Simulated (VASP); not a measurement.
The system is IrRh3.

```
Ir Rh
1.0
     3.81706    0.00000    0.00000
     0.00000    3.81706    0.00000
     0.00000    0.00000    3.81706
Ir Rh
1 3
Direct
  0.00000 0.00000 0.00000
  0.00000 0.50000 0.50000
  0.50000 0.00000 0.50000
  0.50000 0.50000 0.00000
```

| Quantity | Value |
| --- | --- |
| Program | VASP 6.6.1 |
| Task | relaxation of cell and atoms |
| Functional | LDA |
| Potentials or basis | VASP PAW LDA potentials, release 64 (Ir_sv_GW, Rh_sv_GW) |
| Cutoff | 620 eV |
| k mesh | 6 × 6 × 6 |
| Occupations | fermi-dirac, width 0.05 eV |
| Spin | no spin polarisation |

At the start: pressure -11.8 GPa; volume 13.90 Å³/atom.

Q: Where does the relaxation end?

A: Over 4 steps the energy falls by 19.5 meV/atom and the volume is 13.40 Å³/atom (-3.7 %); space group Pm-3m (No. 221, to 0.1 Å) before and after.

The path:
| step | energy change (eV) | largest force (eV/Å) | pressure (GPa) | volume (Å³) |
| --- | --- | --- | --- | --- |
| 1 | 0.0000 | 0.0000 | -11.79 | 55.61 |
| 2 | 0.7626 | 0.0000 | 52.03 | 47.78 |
| 3 | -0.0780 | 0.0000 | -0.61 | 53.66 |
| 4 | -0.0782 | 0.0000 | -0.09 | 53.58 |

Final structure:
```yaml
crystal:
  lattice:
    - [3.76997, 0.00000, 0.00000]
    - [0.00000, 3.76997, 0.00000]
    - [0.00000, 0.00000, 3.76997]
  atoms:
    - { symbol: Ir, position: [0.00000, 0.00000, 0.00000] }
    - { symbol: Rh, position: [0.00000, 0.50000, 0.50000] }
    - { symbol: Rh, position: [0.50000, 0.00000, 0.50000] }
    - { symbol: Rh, position: [0.50000, 0.50000, 0.00000] }
```
